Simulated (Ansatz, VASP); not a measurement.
## MgO in VASP and in Ansatz

The input INCAR:

```
ALGO = Normal
EDIFF = 1E-7
EDIFFG = -0.04
ENCUT = 600
GGA = PE
IBRION = 2
ISIF = 3
ISMEAR = 0
LASPH = T
LCHARG = F
LREAL = F
LWAVE = F
NELM = 80
NSW = 90
PREC = Accurate
SIGMA = 0.1
```

The input KPOINTS:

```
k-points
0
Gamma
  4 4 6
```

The input POSCAR:

```
MgO
1.0
    4.6567175106      0.0000000000      0.0000000000
    0.0000000000      4.6567175106      0.0000000000
    0.0000000000      0.0000000000      3.6032364820
Mg O
1 1
Direct
    0.5000000000      0.5000000000      0.0000000000
    0.5000000000      0.5000000000      0.5000000000
```

Input for Ansatz:

```yaml
crystal:
  lattice:
    - [4.6567175106, 0.0, 0.0]
    - [0.0, 4.6567175106, 0.0]
    - [0.0, 0.0, 3.603236482]
  atoms:
    - { symbol: Mg, position: [0.5, 0.5, 0.0] }
    - { symbol: O, position: [0.5, 0.5, 0.5] }
basis:
  ecutwfc: 420
kpoints:
  mp_grid: { grid: [4, 4, 6] }
hamiltonian:
  xc: pbe
scf:
  occupations: { method: gaussian, width: 0.1 }
  lower_state_search: "off"
output:
  forces: true
  stress: true
  eigenvalues: true
relax:
  adjacent_minimum: "off"
  f_tol: 0.04
  max_steps: 70
  cell: { stress_tol: 0.4 }
```

Alike in both runs: task relaxation of cell and atoms; functional PBE; k mesh 4 × 4 × 6; occupations gaussian, width 0.1 eV; no spin polarisation.

|  | VASP | Ansatz |
| --- | --- | --- |
| version | VASP 6.6.1 | Ansatz 0.2.0 |
| potentials or method | VASP PAW PBE potentials, release 64 (Mg, O), cutoff 600 eV | scalar-relativistic, plane waves, PAW |
| valence electrons in the cell | 8 | 16 |

VASP gave:

| Item | Value |
| --- | --- |
| gap on the k mesh at the Fermi level, each at its own relaxed structure (eV) | 2.00 |
| relaxed volume (Å³/atom) | 39.07 |
| relaxed cell length with the largest relative difference (Å) | 3.603 |

Q: Which values does Ansatz return?

A: gap on the k mesh at the Fermi level, each at its own relaxed structure (eV): 2.01; relaxed volume (Å³/atom): 39.07; relaxed cell length with the largest relative difference (Å): 3.603.

VASP's potentials hold 8 valence electrons a cell and Ansatz's 16, so a difference there can come from the potentials and not from the codes.

Noted on VASP's run: the relaxation stopped at its first step, so nothing moved.
